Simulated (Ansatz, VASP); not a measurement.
# Two plane-wave programs on SnTe

```
Te Sn
1.0
     0.00000    3.61115    3.61115
     3.61115    0.00000    3.61115
     3.61115    3.61115    0.00000
Te Sn
1 1
Direct
  0.25000 0.25000 0.25000
  0.00000 0.00000 0.00000
```

Alike in both runs: functional PBEsol; k mesh 4 × 4 × 4; occupations fermi-dirac, width 0.05 eV; no spin polarisation.

```csv
,VASP,Ansatz
version,VASP 6.6.1,Ansatz 0.2.0
potentials or method,"VASP PAW PBE potentials, release 64 (Te, Sn_d)",Ansatz PAW
plane-wave cutoff (eV),520,420
valence electrons in the cell,20,30
task,single point,projected density of states
```

|  | VASP | Ansatz | Ansatz less VASP |
| --- | --- | --- | --- |
| gap on the k mesh at the Fermi level (eV) | none | none | - |
| pressure (GPa) | -1.7 | -1.7 | +0.01 |

VASP's potentials were made for PBE, not for PBEsol. A gap of «none» marks a metal or a gap that the smearing closes. VASP's potentials hold 20 valence electrons a cell and Ansatz's 30, so a difference there can come from the potentials and not from the codes.

The k mesh is coarse, so the values compare programs but aren't converged. Neither program's run includes spin-orbit coupling.
